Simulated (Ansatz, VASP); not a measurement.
GaSb: VASP beside Ansatz

```xyz
8
Lattice="-5.7420 0.0000 0.0000 0.0000 0.0000 6.0902 0.0000 5.7420 0.0000" Properties=species:S:1:pos:R:3 pbc="T T T"
Ga   -2.8710    0.0000    0.0000
Ga   -2.8710    0.0000    3.0451
Ga    0.0000    2.8710    0.0000
Ga    0.0000    2.8710    3.0451
Sb   -2.8710    2.8710    0.0000
Sb   -2.8710    2.8710    3.0451
Sb    0.0000    0.0000    0.0000
Sb    0.0000    0.0000    3.0451
```

Alike in both runs: functional PBE; k mesh 6 × 6 × 6; occupations gaussian, width 0.1 eV; no spin polarisation.

Ansatz relaxed the structure, and its values are those at the end. VASP's run is a single point on that final structure, the one shown.

|  | VASP | Ansatz |
| --- | --- | --- |
| version | VASP 6.6.1 | Ansatz 0.2.0 |
| potentials or method | VASP PAW PBE potentials, release 64 (Ga_d, Sb), cutoff 520 eV | scalar-relativistic, plane waves, PAW |
| valence electrons in the cell | 72 | 112 |

```tsv
	VASP	Ansatz	Ansatz less VASP
gap on the k mesh at the Fermi level (eV)	none	none	-
pressure (GPa)	0.0	0.0	-0.04
```

A gap of «none» marks a metal or a gap that the smearing closes. VASP's potentials hold 72 valence electrons a cell and Ansatz's 112, so a difference there can come from the potentials and not from the codes.

Spin-orbit coupling is off throughout.
